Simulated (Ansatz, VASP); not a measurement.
**Cu: VASP beside Ansatz**

```
Cu
1.0
     1.21846   -3.97638    0.00000
     1.21846    3.97638    0.00000
     0.00000    0.00000    2.47550
Cu
2
Direct
  0.13387 0.86613 0.25000
  0.86613 0.13387 0.75000
```

Alike in both runs: task relaxation of cell and atoms; functional PBEsol; k mesh 12 × 12 × 11; no spin polarisation.

```csv
,VASP,Ansatz
version,VASP 6.6.1,Ansatz 0.2.0
potentials or method,"VASP PAW PBE potentials, release 64 (Cu), cutoff 600 eV","plane waves, PAW"
occupations,"methfessel-paxton of order 1, width 0.1 eV",cold
valence electrons in the cell,22,38
```

Ansatz gave:

| Quantity | Value |
| --- | --- |
| relaxed volume (Å³/atom) | 11.87 |
| relaxed length of the cell vector where the two differ most in proportion (Å) | 2.469 |

Task: Estimate VASP's values.

Result: Relaxed volume (Å³/atom): 11.93; relaxed length of the cell vector where the two differ most in proportion (Å): 2.474.

VASP's potentials were made for PBE, not for PBEsol. VASP's potentials hold 22 valence electrons a cell and Ansatz's 38, so a difference there can come from the potentials and not from the codes. Ansatz's warnings: stress scf threshold loose.
